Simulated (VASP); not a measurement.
The system is Zn.

```xyz
1
Lattice="-1.5690 1.5690 1.5690 1.5690 -1.5690 1.5690 1.5690 1.5690 -1.5690" Properties=species:S:1:pos:R:3 pbc="T T T"
Zn    0.0000    0.0000    0.0000
```

```yaml
Program: VASP 6.6.1
Task: relaxation of cell and atoms
Functional: PBEsol
Potentials_or_basis: VASP PAW PBE potentials, release 64 (Zn)
Cutoff: 600 eV
k_mesh: 12 × 12 × 12
Occupations: fermi-dirac, width 0.15 eV
Spin: no spin polarisation
```

At the start: pressure -4.9 GPa; volume 15.45 Å³/atom.

Task: How do energy, volume and symmetry change on relaxing?

Result: Over 4 steps the energy falls by 18.1 meV/atom and the volume is 14.35 Å³/atom (-7.1 %); space group Im-3m (No. 229, to 0.05 Å).

Step by step:
```tsv
step	energy change (eV)	largest force (eV/Å)	pressure (GPa)	volume (Å³)
1	0.0000	0.0000	-4.89	15.45
2	-0.0180	0.0000	-0.50	14.42
3	-0.0180	0.0000	0.24	14.32
4	-0.0181	0.0000	0.03	14.35
```

Final structure:
```
Zn
1.0
    -1.53101    1.53101    1.53101
     1.53101   -1.53101    1.53101
     1.53101    1.53101   -1.53101
Zn
1
Direct
  0.00000 0.00000 0.00000
```

Caveat: the PAW data sets were made with another functional, which shifts forces and pressure a little.
